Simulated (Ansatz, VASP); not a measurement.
## Two plane-wave programs on TiO2

```xyz
6
Lattice="4.5998 0.0000 0.0000 0.0000 4.5998 0.0000 0.0000 0.0000 2.9592" Properties=species:S:1:pos:R:3 pbc="T T T"
Ti    2.2999    2.2999    0.0000
Ti    0.0000    0.0000    1.4796
O     3.2000    3.2000    1.4796
O     3.6997    0.9001    0.0000
O     0.9001    3.6997    0.0000
O     1.3998    1.3998    1.4796
```

Alike in both runs: task single point; functional PBE; k mesh 4 × 4 × 6; occupations gaussian, width 0.1 eV; collinear spin; Hubbard terms Ti d U = 4.0 eV.

```csv
,VASP,Ansatz
version,VASP 6.6.1,Ansatz 0.2.0
potentials or method,"VASP PAW PBE potentials, release 64 (Ti_sv, O), cutoff 520 eV","scalar-relativistic, plane waves, PAW"
valence electrons in the cell,48,48
```

|  | VASP | Ansatz | Ansatz less VASP |
| --- | --- | --- | --- |
| gap on the k mesh at the Fermi level (eV) | 2.35 | 2.31 | -0.049 |
| least direct gap on the mesh (eV) | 2.36 | 2.35 | -0.015 |
| pressure (GPa) | 12.3 | 7.8 | -4.46 |
| traceless stress, the component that is largest in VASP (GPa) | 3.06 | 2.52 | -0.545 |
| rms of the force components (eV/Å) | 0.064 | 0.006 | -0.0579 |
| net moment per atom (μB) | 0.00 | 0.00 | 0.000 |

The programs project onto different local orbitals, so the same U acts differently, and such runs can settle in different states. Atom by atom the forces differ by 0.070 eV/Å (rms over components). Ansatz's warnings: seeded moment not kept.
